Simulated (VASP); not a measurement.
TaN:

```xyz
2
Lattice="0.0000 2.2547 2.2547 2.2547 0.0000 2.2547 2.2547 2.2547 0.0000" Properties=species:S:1:pos:R:3 pbc="T T T"
Ta    2.2547    2.2547    2.2547
N     0.0000    0.0000    0.0000
```

Base run:

| Item | Value |
| --- | --- |
| Program | VASP 6.6.1 |
| Functional | PBE |
| Potentials or basis | VASP PAW PBE potentials, release 64 (Ta_pv, N) |
| Cutoff | 520 eV |
| k mesh | 10 × 10 × 10 |
| Occupations | fermi-dirac, width 0.05 eV |
| Spin | no spin polarisation |

Its results: band gap on the k mesh zero (band 8 reaches 10.38 eV, above the bottom of band 9 at 6.80 eV); pressure -17.3 GPa.

The run is repeated on the same cell with these changes: functional from PBE to r2SCAN. What comes out?

Band gap on the k mesh zero (band 8 reaches 10.46 eV, above the bottom of band 9 at 6.80 eV); pressure -21.3 GPa.

Caveats: spin-orbit coupling is left out, which moves the levels of the heavy elements; the PAW data sets were made with another functional, which shifts forces and pressure a little (some runs).
